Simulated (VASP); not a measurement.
# SnS2 in VASP: relaxation of cell and atoms with r2SCAN+rVV10

Aim: the relaxation of cell and atoms of SnS2 with r2SCAN+rVV10.

Program: VASP 6.6.1. These are calculated values, not measurements. Logs are shortened: lines on timing, memory, paths and dates and some standing lists are left out, and cuts for length are marked.

## (1) The cell of the first run

The cell holds a slab with vacuum, 3 atoms: a = 3.639 Å, b = 3.639 Å, c = 20.934 Å, α = 90.00°, β = 90.00°, γ = 120.00°.

## (2) Relaxation of cell and atoms, r2SCAN+rVV10

File INCAR:

```
SYSTEM = SnS2
ALGO = Normal ; BPARAM = 11.95
CPARAM = 0.0093 ; EDIFF = 1E-6
EDIFFG = -0.01 ; ENCUT = 600
IBRION = 2 ; ISIF = 3
ISMEAR = 0 ; IVDW_NL = 2
KPAR = 2 ; LASPH = .TRUE.
LATTICE_CONSTRAINTS = .TRUE. .TRUE. .FALSE. ; LCHARG = .FALSE.
LMIXTAU = .TRUE. ; LREAL = .FALSE.
LUSE_VDW = .TRUE. ; LWAVE = .FALSE.
METAGGA = R2SCAN ; NELM = 120
NSW = 90 ; PREC = Accurate
SIGMA = 0.03
```

File KPOINTS:

```
k-points
0
G
  12 12 1
  0 0 0
```

File POSCAR:

```
SnS2
1.0
    3.6390000000      0.0000000000      0.0000000000
   -1.8195000000      3.1514664400      0.0000000000
    0.0000000000      0.0000000000     20.9340000000
S Sn
2 1
Direct
    0.6666666700      0.3333333300      0.4299226100
    0.3333333300      0.6666666700      0.5700773900
    0.0000000000      0.0000000000      0.5000000000
```

Potentials or basis: VASP PAW PBE potentials, release 64 (S, Sn_d).

The run is started by

```
cat potpaw_PBE.64/S/POTCAR potpaw_PBE.64/Sn_d/POTCAR > POTCAR
mpirun -np 2 vasp_std > vasp.out
```

OUTCAR:

```text
SYSTEM = SnS2
   BPARAM = 11.95
   EDIFF = 1E-6
   EDIFFG = -0.01
   ENCUT = 600
   IBRION = 2
   ISIF = 3
   ISMEAR = 0
   IVDW_NL = 2
   LASPH = .TRUE.
   LREAL = .FALSE.
   METAGGA = R2SCAN
   NELM = 120
   NSW = 90
   PREC = Accurate

 ion  position               nearest neighbor table
   1  0.667  0.333  0.430-   3 2.56   3 2.56   3 2.56
   2  0.333  0.667  0.570-   3 2.56   3 2.56   3 2.56
   3  0.000  0.000  0.500-   1 2.56   2 2.56   2 2.56   1 2.56   1 2.56   2 2.56

  LATTYP: Found a hexagonal cell.
 ALAT       =     3.6390000000
 C/A-ratio  =     5.7526793075

  Lattice vectors:

 A1 = (   3.6390000000,   0.0000000000,   0.0000000000)
 A2 = (  -1.8195000000,   3.1514664400,   0.0000000000)
 A3 = (   0.0000000000,   0.0000000000,  20.9340000000)

Analysis of symmetry for initial positions (statically):
=====================================================================
 Subroutine PRICEL returns:
 Original cell was already a primitive cell.

 Routine SETGRP: Setting up the symmetry group for a
 hexagonal supercell.

 Subroutine GETGRP returns: Found 12 space group operations
 (whereof 12 operations were pure point group operations)
 out of a pool of 24 trial point group operations.

The static configuration has the point symmetry D_3d.

Analysis of symmetry for dynamics (positions and initial velocities):
=====================================================================
 Subroutine PRICEL returns:
 Original cell was already a primitive cell.

 Routine SETGRP: Setting up the symmetry group for a
 hexagonal supercell.

 Subroutine GETGRP returns: Found 12 space group operations
 (whereof 12 operations were pure point group operations)
 out of a pool of 24 trial point group operations.

The dynamic configuration has the point symmetry D_3d.

 Subroutine INISYM returns: Found 12 space group operations
 (whereof 12 operations are pure point group operations),
 and found     1 'primitive' translations

----------------------------------------------------------------------------------------

                                     Primitive cell

  volume of cell :     240.0750

  direct lattice vectors                    reciprocal lattice vectors
     3.639000000  0.000000000  0.000000000     0.274800769  0.158656298  0.000000000
    -1.819500000  3.151466440  0.000000000     0.000000000  0.317312597  0.000000000
     0.000000000  0.000000000 20.934000000     0.000000000  0.000000000  0.047769179

  length of vectors
     3.639000000  3.638999996 20.934000000     0.317312597  0.317312597  0.047769179

  position of ions in fractional coordinates (direct lattice)
     0.666666670  0.333333330  0.429922610
     0.333333330  0.666666670  0.570077390
     0.000000000  0.000000000  0.500000000

  ion indices of the primitive-cell ions
   primitive index   ion index
                 1           1
                 2           2
                 3           3

----------------------------------------------------------------------------------------

 KPOINTS: k-points

Automatic generation of k-mesh.
 Grid dimensions read from file:
 generate k-points for:   12   12    1

 Generating k-lattice:

  Cartesian coordinates                     Fractional coordinates (reciprocal lattice)
     0.022900064  0.013221358  0.000000000     0.083333333  0.000000000  0.000000000
     0.000000000  0.026442716  0.000000000     0.000000000  0.083333333  0.000000000
     0.000000000  0.000000000  0.047769179     0.000000000  0.000000000  1.000000000

  Length of vectors
     0.026442716  0.026442716  0.047769179

  Shift w.r.t. Gamma in fractional coordinates (k-lattice)
     0.000000000  0.000000000  0.000000000

 Subroutine IBZKPT returns following result:
 ===========================================

 Found     19 irreducible k-points:

 Following reciprocal coordinates:
            Coordinates               Weight
  0.000000  0.000000  0.000000      1.000000
  0.083333  0.000000  0.000000      6.000000
  0.166667  0.000000  0.000000      6.000000
  0.250000  0.000000  0.000000      6.000000
  0.333333  0.000000  0.000000      6.000000
  0.416667  0.000000  0.000000      6.000000
[... 11 lines left out ...]
  0.333333  0.250000  0.000000     12.000000
  0.333333  0.333333  0.000000      2.000000
   k-points           NKPTS =     19   k-points in BZ     NKDIM =     19   number of bands    NBANDS=     17
   number of dos      NEDOS =    301   number of ions     NIONS =      3
   total plane-waves  NPLWV = 151200
   dimension x,y,z NGX =    30 NGY =   30 NGZ =  168
   dimension x,y,z NGXF=    60 NGYF=   60 NGZF=  336
   ions per type =               2   1
   NGX,Y,Z   is equivalent  to a cutoff of  13.71, 13.71, 13.34 a.u.
   NGXF,Y,Z  is equivalent  to a cutoff of  27.41, 27.41, 26.68 a.u.
 SYSTEM =  SnS2
   PREC   = accura    normal or accurate (medium, high low for compatibility)
   ISTART =      0    job   : 0-new  1-cont  2-samecut
   ICHARG =      2    charge: 1-file 2-atom 10-const
   ISPIN  =      1    spin polarized calculation?
   LNONCOLLINEAR =      F non collinear calculations
   LSORBIT =      F    spin-orbit coupling
   LASPH  =      T    aspherical Exc in radial PAW
   ENCUT  =  600.0 eV  44.10 Ry    6.64 a.u.   7.27  7.27 41.81*2*pi/ulx,y,z
   NELM   =    120;   NELMIN=  2; NELMDL= -5     # of ELM steps
   EDIFF  = 0.1E-05   stopping-criterion for ELM
   LREAL  =      F    real-space projection
   EDIFFG = -.1E-01   stopping-criterion for IOM
   NSW    =     90    number of steps for IOM
   IBRION =      2    ionic relax: 0-MD 1-quasi-New 2-CG
   NFREE  =      1    steps in history (QN), initial steepest desc. (CG)
   ISIF   =      3    stress and relaxation
   ISYM   =      2    0-nonsym 1-usesym 2-fastsym
   POTIM  = 0.5000    time-step for ionic-motion
   TEBEG  =    0.0;   TEEND  =   0.0 temperature during run
   PSTRESS=    0.0 pullay stress
   NELECT =      26.0000    total number of electrons
   NUPDOWN=      -1.0000    fix difference up-down
   EMIN   =  10.00;   EMAX   =-10.00  energy-range for DOS
   EFERMI =   0.00;   METHOD = LEGACY
   ISMEAR =     0;   SIGMA  =   0.03  broadening in eV -4-tet -1-fermi 0-gaus
   EFERMI_NEDOS =   21; number of points for ismear=-14 and -15
   IALGO  =     38    algorithm
   IMIX   =      4    mixing-type and parameters
     AMIX     =   0.40;   BMIX     =  1.00
     AMIX_MAG =   1.60;   BMIX_MAG =  1.00
  volume/ion in A,a.u.               =      80.03       540.04
  Fermi-wavevector in a.u.,A,eV,Ry     =   0.780340  1.474628  8.284993  0.608930
  Thomas-Fermi vector in A             =   1.883630
   LORBIT       =      0    0 simple, 1 ext, 2 COOP (PROOUT), +10 PAW based schemes
   METAGGA = R2SCAN    functional components
   LHFCALC =     F    Hartree Fock is set to
   AEXX    =    0.0000 exact exchange contribution
   IVDW_NL    =     2    kernel type
   BPARAM     =11.9500
   IVDW    =     0    specifies the selected vdW correction
   LEPSILON=     F    determine dielectric tensor
   LRPA    =     F    only Hartree local field effects (RPA)
 conjugate gradient relaxation of ions
 non-spin polarized calculation
 Gauss-broadening in eV      SIGMA  =   0.03
  energy-cutoff  :      600.00
  volume of cell :      240.08
 maximum number of plane-waves:      8057
 NGX is ok and might be reduce to    30
   NGX = 15   NGY = 15   NGZ = 83

--------------------------------------- Ionic step        1  -------------------------------------------

 number of electron      25.9999997 magnetization

 Free energy of the ion-electron system (eV)
  ---------------------------------------------------
  ext. energy  EPLUGINS =         0.00000000
  ---------------------------------------------------
  free energy    TOTEN  =       -41.41021577 eV

  energy without entropy =      -41.41021577  energy(sigma->0) =      -41.41021577

------------------------ aborting loop because EDIFF is reached ----------------------------------------

  FORCE on cell =-STRESS in cart. coord.  units (eV):
  Direction    XX          YY          ZZ          XY          YZ          ZX
  --------------------------------------------------------------------------------------
  -------------------------------------------------------------------------------------
  Total        0.4369540      0.4369540      0.1718601     -0.0000000      0.0000000     -0.0000000
  in kB        2.9160794      2.9160794      1.1469349     -0.0000000      0.0000000     -0.0000000
  external PRESSURE =       2.3263646 kB  Pullay stress =       0.0000000 kB

 VOLUME and BASIS-vectors are now :
 -----------------------------------------------------------------------------
  energy-cutoff  :      600.00
  volume of cell :      240.08
      direct lattice vectors                 reciprocal lattice vectors
     3.639000000  0.000000000  0.000000000     0.274800769  0.158656298  0.000000000
    -1.819500000  3.151466440  0.000000000     0.000000000  0.317312597  0.000000000
     0.000000000  0.000000000 20.934000000     0.000000000  0.000000000  0.047769179

 POSITION                                       TOTAL-FORCE (eV/Angst)
 -----------------------------------------------------------------------------------
      1.81950      1.05049      9.00000        -0.000000      0.000000     -0.065763
     -0.00000      2.10098     11.93400         0.000000     -0.000000      0.065763
      0.00000      0.00000     10.46700        -0.000000      0.000000      0.000000
 -----------------------------------------------------------------------------------
    total drift:                               -0.000000      0.000000      0.000000

  FREE ENERGIE OF THE ION-ELECTRON SYSTEM (eV)
  ---------------------------------------------------
  free  energy   TOTEN  =       -41.4102157663 eV
[... 128 lines left out ...]
 VOLUME and BASIS-vectors are now :
 -----------------------------------------------------------------------------
  energy-cutoff  :      600.00
  volume of cell :      242.19
      direct lattice vectors                 reciprocal lattice vectors
     3.655001778 -0.000000000  0.000000000     0.273597678  0.157961693  0.000000000
    -1.827500889  3.165324386  0.000000000     0.000000000  0.315923387  0.000000000
     0.000000000  0.000000000 20.934000000     0.000000000  0.000000000  0.047769179

 POSITION                                       TOTAL-FORCE (eV/Angst)
 -----------------------------------------------------------------------------------
      1.82750      1.05511      8.99894        -0.000000      0.000000      0.012186
     -0.00000      2.11022     11.93506         0.000000     -0.000000     -0.012186
      0.00000      0.00000     10.46700        -0.000000      0.000000      0.000000
 -----------------------------------------------------------------------------------
    total drift:                                0.000000      0.000000      0.000000

  FREE ENERGIE OF THE ION-ELECTRON SYSTEM (eV)
  ---------------------------------------------------
  free  energy   TOTEN  =       -41.4124652164 eV

  energy  without entropy=      -41.4124652164  energy(sigma->0) =      -41.41246522

--------------------------------------- Ionic step        6  -------------------------------------------

 number of electron      25.9999996 magnetization

 Free energy of the ion-electron system (eV)
  ---------------------------------------------------
  ext. energy  EPLUGINS =         0.00000000
  ---------------------------------------------------
  free energy    TOTEN  =       -41.41246868 eV

  energy without entropy =      -41.41246868  energy(sigma->0) =      -41.41246868

 E-fermi :  -3.7478     XC(G=0):  -3.1762

 val. band max:       -3.9217727803   @ k =   0.1667   0.0000   0.0000
 cond. band min:      -1.9664217285   @ k =   0.5000   0.0000   0.0000
 fundamental gap:      1.9553510518
 Fermi energy:        -3.7477532890

 k-point     1 :       0.0000    0.0000    0.0000
  band No.  band energies     occupation
      1     -25.3067      2.00000
      2     -25.3067      2.00000
      3     -25.2379      2.00000
      4     -25.2165      2.00000
      5     -25.2165      2.00000
      6     -17.9632      2.00000
[... 9 lines left out ...]
     16       2.0305      0.00000
     17       2.0305      0.00000

 k-point     2 :       0.0833    0.0000    0.0000
  band No.  band energies     occupation
      1     -25.3121      2.00000
      2     -25.3029      2.00000
      3     -25.2347      2.00000
      4     -25.2190      2.00000
      5     -25.2158      2.00000
      6     -17.8837      2.00000
[... 9 lines left out ...]
     16       1.9264      0.00000
     17       2.2172      0.00000
[... 351 lines left out ...]
 VOLUME and BASIS-vectors are now :
 -----------------------------------------------------------------------------
  energy-cutoff  :      600.00
  volume of cell :      242.32
      direct lattice vectors                 reciprocal lattice vectors
     3.655994822 -0.000000000  0.000000000     0.273523363  0.157918788  0.000000000
    -1.827997411  3.166184388  0.000000000     0.000000000  0.315837575  0.000000000
     0.000000000  0.000000000 20.934000000     0.000000000  0.000000000  0.047769179

 POSITION                                       TOTAL-FORCE (eV/Angst)
 -----------------------------------------------------------------------------------
      1.82800      1.05539      9.00031        -0.000000      0.000000      0.000659
     -0.00000      2.11079     11.93369         0.000000     -0.000000     -0.000659
      0.00000      0.00000     10.46700         0.000000      0.000000      0.000000
 -----------------------------------------------------------------------------------
    total drift:                               -0.000000      0.000000      0.000000

  FREE ENERGIE OF THE ION-ELECTRON SYSTEM (eV)
  ---------------------------------------------------
  free  energy   TOTEN  =       -41.4124686786 eV

  energy  without entropy=      -41.4124686786  energy(sigma->0) =      -41.41246868

 reached required accuracy - stopping structural energy minimisation
```

Run time: 1.8 h. Hardware: 2 MPI ranks of Intel Xeon Platinum 8259CL at 2.50GHz (Skylake/Cascade Lake), shared host; peak memory 1 GiB.

Results:

* Free energy: -41.4125 eV
* Relaxed cell: a = 3.656 Å, b = 3.656 Å, c = 20.934 Å, α = 90.00°, β = 90.00°, γ = 120.00°
* Space group after relaxing (to 0.1 Å): P-3m1 (No. 164)
* Energy gained by relaxing: 0.8 meV/atom
* Ionic steps: 6
* Band gap on the k mesh: 1.96 eV (least direct gap 2.21 eV)

The path:
```
step  energy change (eV)  largest force (eV/Å)  pressure (GPa)  volume (Å³)
   1              0.0000                0.0658            0.23       240.08
   2             -0.0014                0.0742           -0.17       243.46
   3             -0.0022                0.0243           -0.03       242.23
   4             -0.0022                0.0195           -0.01       242.11
   5             -0.0022                0.0122           -0.01       242.19
   6             -0.0023                0.0007            0.00       242.32
```

Final structure:
```
S Sn
1.0
     3.65599    0.00000    0.00000
    -1.82800    3.16618    0.00000
     0.00000    0.00000   20.93400
S Sn
2 1
Cartesian
  1.8280 1.0554 9.0003
  0.0000 2.1108 11.9337
  0.0000 0.0000 10.4670
```

Caveat: the PAW data sets were made with another functional, which shifts forces and pressure a little; spin-orbit coupling is left out, which moves the levels of the heavy elements.
